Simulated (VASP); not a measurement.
# BN (R3m) in VASP: further runs

Runs on BN. Level: PBE. Tasks: single point.

Everything below comes from runs of VASP 6.6.1. Logs are shortened: lines on timing, memory, paths and dates and some standing lists are left out, and cuts for length are marked.

## (1) The cell of the first run

Symmetry: R3m, No. 160, trigonal system. Conventional cell: a = 2.552 Å, b = 2.552 Å, c = 6.085 Å, α = 90.00°, β = 90.00°, γ = 120.00°. Within 2.0 Å of B (site symmetry 3m) lie 4 N at 1.52 to 1.56 Å. N (site symmetry 3m) has 4 B at 1.52 to 1.56 Å within 2.0 Å.

## (2) Single point, PBE (strain along [111] -2.7%)

File INCAR:

```
SYSTEM = BN
ALGO = Normal ; EDIFF = 1E-6
ENCUT = 520 ; GGA = PE
ISIF = 2 ; ISMEAR = -1
LASPH = .True. ; LCHARG = .True.
LELF = .True. ; LREAL = .False.
LVHAR = .True. ; LWAVE = .False.
NBANDS = 11 ; NELM = 100
PREC = Accurate ; SIGMA = 0.02
```

File KPOINTS:

```
k-points
0
Gamma
  12 12 12
  0 0 0
```

File POSCAR:

```
BN
1.0
   -0.0321258931      1.7726995604      1.7726995604
    1.7726995604     -0.0321258931      1.7726995604
    1.7726995604      1.7726995604     -0.0321258931
B N
1 1
Direct
   -0.0003030590     -0.0003030590     -0.0003030590
    0.2503030590      0.2503030590      0.2503030590
```

Potentials or basis: VASP PAW PBE potentials, release 64 (B, N).

Launch:

```bash
cat potpaw_PBE.64/B/POTCAR potpaw_PBE.64/N/POTCAR > POTCAR
mpirun -np 1 vasp_std > vasp.out
```

OUTCAR:

```text
SYSTEM = BN
   EDIFF = 1E-6
   ENCUT = 520
   GGA = PE
   ISIF = 2
   ISMEAR = -1
   LASPH = .True.
   LREAL = .False.
   NELM = 100
   PREC = Accurate

 ion  position               nearest neighbor table
   1  1.000  1.000  1.000-   2 1.52   2 1.56   2 1.56   2 1.56
   2  0.250  0.250  0.250-   1 1.52   1 1.56   1 1.56   1 1.56

  LATTYP: Found a trigonal (rhomboedric) cell.
 ALAT       =     2.5071815921
 COS(alpha) =     0.4817983000

  Lattice vectors:

 A1 = (  -0.0321258931,   1.7726995604,   1.7726995604)
 A2 = (   1.7726995604,  -0.0321258931,   1.7726995604)
 A3 = (   1.7726995604,   1.7726995604,  -0.0321258931)

Analysis of symmetry for initial positions (statically):
=====================================================================
 Subroutine PRICEL returns:
 Original cell was already a primitive cell.

 Routine SETGRP: Setting up the symmetry group for a
 trigonal (rhombohedral) supercell.

 Subroutine GETGRP returns: Found  6 space group operations
 (whereof  6 operations were pure point group operations)
 out of a pool of 12 trial point group operations.

The static configuration has the point symmetry C_3v.

Analysis of symmetry for dynamics (positions and initial velocities):
=====================================================================
 Subroutine PRICEL returns:
 Original cell was already a primitive cell.

 Routine SETGRP: Setting up the symmetry group for a
 trigonal (rhombohedral) supercell.

 Subroutine GETGRP returns: Found  6 space group operations
 (whereof  6 operations were pure point group operations)
 out of a pool of 12 trial point group operations.

The dynamic configuration has the point symmetry C_3v.

 Subroutine INISYM returns: Found  6 space group operations
 (whereof  6 operations are pure point group operations),
 and found     1 'primitive' translations

----------------------------------------------------------------------------------------

                                     Primitive cell

  volume of cell :      11.4441

  direct lattice vectors                    reciprocal lattice vectors
    -0.032125893  1.772699560  1.772699560    -0.274501850  0.279568350  0.279568350
     1.772699560 -0.032125893  1.772699560     0.279568350 -0.274501850  0.279568350
     1.772699560  1.772699560 -0.032125893     0.279568350  0.279568350 -0.274501850

  length of vectors
     2.507181592  2.507181592  2.507181592     0.481319219  0.481319219  0.481319219

  position of ions in fractional coordinates (direct lattice)
     0.999696941  0.999696941  0.999696941
     0.250303059  0.250303059  0.250303059

  ion indices of the primitive-cell ions
   primitive index   ion index
                 1           1
                 2           2

----------------------------------------------------------------------------------------

 KPOINTS: k-points

Automatic generation of k-mesh.
 Grid dimensions read from file:
 generate k-points for:   12   12   12

 Generating k-lattice:

  Cartesian coordinates                     Fractional coordinates (reciprocal lattice)
    -0.022875154  0.023297363  0.023297363     0.083333333 -0.000000000 -0.000000000
     0.023297363 -0.022875154  0.023297363    -0.000000000  0.083333333 -0.000000000
     0.023297363  0.023297363 -0.022875154    -0.000000000 -0.000000000  0.083333333

  Length of vectors
     0.040109935  0.040109935  0.040109935

  Shift w.r.t. Gamma in fractional coordinates (k-lattice)
     0.000000000  0.000000000  0.000000000

 Subroutine IBZKPT returns following result:
 ===========================================

 Found    189 irreducible k-points:

 Following reciprocal coordinates:
            Coordinates               Weight
  0.000000  0.000000  0.000000      1.000000
  0.083333  0.000000 -0.000000      6.000000
  0.166667 -0.000000 -0.000000      6.000000
  0.250000  0.000000 -0.000000      6.000000
  0.333333  0.000000 -0.000000      6.000000
  0.416667  0.000000  0.000000      6.000000
[... 16 lines left out ...]
  0.500000  0.166667 -0.000000     12.000000
 -0.416667  0.166667  0.000000     12.000000
 [... further k-points ...]
   k-points           NKPTS =    189   k-points in BZ     NKDIM =    189   number of bands    NBANDS=     11
   number of dos      NEDOS =    301   number of ions     NIONS =      2
   total plane-waves  NPLWV =   8000
   dimension x,y,z NGX =    20 NGY =   20 NGZ =   20
   dimension x,y,z NGXF=    40 NGYF=   40 NGZF=   40
   ions per type =               1   1
   NGX,Y,Z   is equivalent  to a cutoff of  13.26, 13.26, 13.26 a.u.
   NGXF,Y,Z  is equivalent  to a cutoff of  26.52, 26.52, 26.52 a.u.
 SYSTEM =  BN
   PREC   = accura    normal or accurate (medium, high low for compatibility)
   ISTART =      0    job   : 0-new  1-cont  2-samecut
   ICHARG =      2    charge: 1-file 2-atom 10-const
   ISPIN  =      1    spin polarized calculation?
   LNONCOLLINEAR =      F non collinear calculations
   LSORBIT =      F    spin-orbit coupling
   LASPH  =      T    aspherical Exc in radial PAW
   ENCUT  =  520.0 eV  38.22 Ry    6.18 a.u.   4.66  4.66  4.66*2*pi/ulx,y,z
   NELM   =    100;   NELMIN=  2; NELMDL= -5     # of ELM steps
   EDIFF  = 0.1E-05   stopping-criterion for ELM
   LREAL  =      F    real-space projection
   EDIFFG = 0.1E-04   stopping-criterion for IOM
   NSW    =      0    number of steps for IOM
   IBRION =     -1    ionic relax: 0-MD 1-quasi-New 2-CG
   NFREE  =      0    steps in history (QN), initial steepest desc. (CG)
   ISIF   =      2    stress and relaxation
   ISYM   =      2    0-nonsym 1-usesym 2-fastsym
   POTIM  = 0.5000    time-step for ionic-motion
   TEBEG  =    0.0;   TEEND  =   0.0 temperature during run
   PSTRESS=    0.0 pullay stress
   NELECT =       8.0000    total number of electrons
   NUPDOWN=      -1.0000    fix difference up-down
   EMIN   =  10.00;   EMAX   =-10.00  energy-range for DOS
   EFERMI =   0.00;   METHOD = LEGACY
   ISMEAR =    -1;   SIGMA  =   0.02  broadening in eV -4-tet -1-fermi 0-gaus
   EFERMI_NEDOS =   21; number of points for ismear=-14 and -15
   IALGO  =     38    algorithm
   IMIX   =      4    mixing-type and parameters
     AMIX     =   0.40;   BMIX     =  1.00
     AMIX_MAG =   1.60;   BMIX_MAG =  1.00
  volume/ion in A,a.u.               =       5.72        38.61
  Fermi-wavevector in a.u.,A,eV,Ry     =   1.452928  2.745636 28.721889  2.110999
  Thomas-Fermi vector in A             =   2.570253
   LORBIT       =      0    0 simple, 1 ext, 2 COOP (PROOUT), +10 PAW based schemes
   GGA     = PE    functional components
   LHFCALC =     F    Hartree Fock is set to
   AEXX    =    0.0000 exact exchange contribution
   IVDW    =     0    specifies the selected vdW correction
   LEPSILON=     F    determine dielectric tensor
   LRPA    =     F    only Hartree local field effects (RPA)
 non-spin polarized calculation
  energy-cutoff  :      520.00
  volume of cell :       11.44
 maximum number of plane-waves:       319
   NGX =  9   NGY =  9   NGZ =  9

 number of electron       7.9999999 magnetization

 Free energy of the ion-electron system (eV)
  ---------------------------------------------------
  ext. energy  EPLUGINS =         0.00000000
  ---------------------------------------------------
  free energy    TOTEN  =       -17.41026257 eV

  energy without entropy =      -17.41026257  energy(sigma->0) =      -17.41026257

 E-fermi :   8.2450     XC(G=0): -12.9783

 val. band max:        7.8958392185   @ k =   0.0000   0.0000   0.0000
 cond. band min:      12.2668111904   @ k =   0.5000   0.5000   0.0000
 fundamental gap:      4.3709719719
 Fermi energy:         8.2449543839

 k-point     1 :       0.0000    0.0000    0.0000
  band No.  band energies     occupation
      1     -12.7993      2.00000
      2       7.7447      2.00000
      3       7.7447      2.00000
      4       7.8958      2.00000
      5      16.5363      0.00000
      6      16.5363      0.00000
      7      16.9983      0.00000
      8      18.9156      0.00000
      9      33.1454      0.00000
     10      35.9622      0.00000
     11      35.9622      0.00000

 k-point     2 :       0.0833    0.0000   -0.0000
  band No.  band energies     occupation
      1     -12.6282      2.00000
      2       6.8052      2.00000
      3       7.5693      2.00000
      4       7.6970      2.00000
      5      16.8166      0.00000
      6      16.8306      0.00000
      7      17.3928      0.00000
      8      19.3278      0.00000
      9      32.8526      0.00000
     10      33.5876      0.00000
     11      33.9762      0.00000

 k-point     3 :       0.1667   -0.0000   -0.0000
  band No.  band energies     occupation
      1     -12.1212      2.00000
      2       4.6367      2.00000
      3       7.1431      2.00000
      4       7.2448      2.00000
      5      17.3248      0.00000
      6      17.4734      0.00000
      7      18.1337      0.00000
      8      20.4668      0.00000
      9      31.9277      0.00000
     10      32.1114      0.00000
     11      32.6256      0.00000

 k-point     4 :       0.2500    0.0000   -0.0000
  band No.  band energies     occupation
      1     -11.3014      2.00000
      2       2.1100      2.00000
      3       6.6523      2.00000
      4       6.7208      2.00000
      5      17.7756      0.00000
      6      18.1138      0.00000
      7      18.7290      0.00000
      8      21.7348      0.00000
      9      31.4243      0.00000
     10      31.6018      0.00000
     11      32.2906      0.00000
[... 239 lines left out ...]
 k-point    22 :       0.4167    0.1667   -0.0000
  band No.  band energies     occupation
      1      -9.2923      2.00000
      2      -0.6737      2.00000
      3       4.6283      2.00000
      4       4.8774      2.00000
      5      16.5916      0.00000
      6      20.5223      0.00000
      7      21.0747      0.00000
      8      21.7201      0.00000
      9      28.5250      0.00000
     10      34.6111      0.00000
     11      36.7282      0.00000

 k-point    23 :       0.5000    0.1667   -0.0000
  band No.  band energies     occupation
      1      -8.3083      2.00000
      2      -2.2531      2.00000
      3       4.0260      2.00000
      4       4.9419      2.00000
      5      16.9810      0.00000
      6      20.4331      0.00000
      7      20.9737      0.00000
      8      22.9963      0.00000
      9      28.8819      0.00000
     10      34.7440      0.00000
     11      36.0254      0.00000

 k-point    24 :      -0.4167    0.1667    0.0000
  band No.  band energies     occupation
      1      -8.1397      2.00000
      2      -2.4950      2.00000
      3       3.5976      2.00000
      4       5.2513      2.00000
      5      17.4402      0.00000
      6      20.1655      0.00000
      7      20.7421      0.00000
      8      23.7646      0.00000
      9      29.1047      0.00000
     10      33.7590      0.00000
     11      35.0321      0.00000

 [... further k-points ...]
[... 5 lines left out ...]
  --------------------------------------------------------------------------------------
  -------------------------------------------------------------------------------------
  Total        1.1765971      1.1765971      1.1765971      0.6335233      0.6335233      0.6335233
  in kB      164.7236715    164.7236715    164.7236715     88.6933070     88.6933070     88.6933070
  external PRESSURE =     164.7236715 kB  Pullay stress =       0.0000000 kB

 VOLUME and BASIS-vectors are now :
 -----------------------------------------------------------------------------
  energy-cutoff  :      520.00
  volume of cell :       11.44
      direct lattice vectors                 reciprocal lattice vectors
    -0.032125893  1.772699560  1.772699560    -0.274501850  0.279568350  0.279568350
     1.772699560 -0.032125893  1.772699560     0.279568350 -0.274501850  0.279568350
     1.772699560  1.772699560 -0.032125893     0.279568350  0.279568350 -0.274501850

 POSITION                                       TOTAL-FORCE (eV/Angst)
 -----------------------------------------------------------------------------------
      3.51221      3.51221      3.51221        -0.024091     -0.024091     -0.024091
      0.87938      0.87938      0.87938         0.024091      0.024091      0.024091
 -----------------------------------------------------------------------------------
    total drift:                                0.000037      0.000037      0.000037

  FREE ENERGIE OF THE ION-ELECTRON SYSTEM (eV)
  ---------------------------------------------------
  free  energy   TOTEN  =       -17.4102625713 eV

  energy  without entropy=      -17.4102625713  energy(sigma->0) =      -17.41026257
```

It took 34 s on 1 thread of Intel Xeon 8259CL, shared host; peak memory 0.14 GiB.

What came out:

```yaml
Free_energy: -17.4103 eV
Pressure: 16.5 GPa
Largest_force: 0.042 eV/Å
Band_gap_on_the_k_mesh: 4.37 eV, indirect (least direct gap 8.64 eV)
```

Forces on the atoms (eV/Å):
```
B   -0.024 -0.024 -0.024
N    0.024  0.024  0.024
```

Stress tensor (GPa, compression positive):
```
16.47  8.87  8.87
 8.87 16.47  8.87
 8.87  8.87 16.47
```

Caveat: the cell differs from its parent crystal (strain along [111] -2.7%).

## (3) Single point, PBE (epitaxial 111 strain -1.1%)

File INCAR:

```
SYSTEM = BN
PREC = Accurate
ENCUT = 520
EDIFF = 1E-6
ISMEAR = -1
SIGMA = 0.02
LREAL = .False.
LASPH = .True.
NELM = 60
ALGO = Normal
ISIF = 2
LWAVE = .False.
LCHARG = .False.
GGA = PE
NBANDS = 11
```

File KPOINTS:

```
Automatic mesh
0
Gamma
  12 12 12
  0 0 0
```

File POSCAR:

```
BN
1.0
    0.0153609458      1.8005138019      1.8005138019
    1.8005138019      0.0153609458      1.8005138019
    1.8005138019      1.8005138019      0.0153609458
B N
1 1
Direct
    0.0000591269      0.0000591269      0.0000591269
    0.2499408731      0.2499408731      0.2499408731
```

Potentials or basis: VASP PAW PBE potentials, release 64 (B, N).

Launch:

```bash
cat potpaw_PBE.64/B/POTCAR potpaw_PBE.64/N/POTCAR > POTCAR
mpirun -np 1 vasp_std > vasp.out
```

Run time: 40 s. Hardware: 1 thread of Intel Xeon 8259CL, shared host; peak memory 0.13 GiB.

Results (log left out):

```
Free energy            : -17.4310 eV
Pressure               : 13.3 GPa
Largest force          : 0.020 eV/Å
Band gap on the k mesh : 4.46 eV, indirect (least direct gap 8.64 eV)
```

Forces in eV/Å, atoms in the order of the input:
```
B    0.011  0.011  0.011
N   -0.011 -0.011 -0.011
```

Stress tensor (GPa, compression positive):
```
13.25 -4.11 -4.11
-4.11 13.25 -4.11
-4.11 -4.11 13.25
```

Levels at points of the mesh, in eV from the valence-band top:
```tsv
k point	band 2	band 3	band 4	band 5	band 6	band 7
(0.00, 0.00, 0.00)	-0.07	0.00	0.00	8.64	9.03	9.03
(0.50, 0.00, 0.00)	-10.93	-2.05	-2.04	10.30	10.73	10.90
(0.50, 0.50, 0.00)	-9.10	-5.13	-4.97	4.46	9.35	18.25
(0.50, 0.50, 0.50)	-10.97	-1.91	-1.91	10.68	10.92	10.92
```

Caveat: the cell differs from its parent crystal (epitaxial 111 strain -1.1%). A k mesh can miss the band edges.
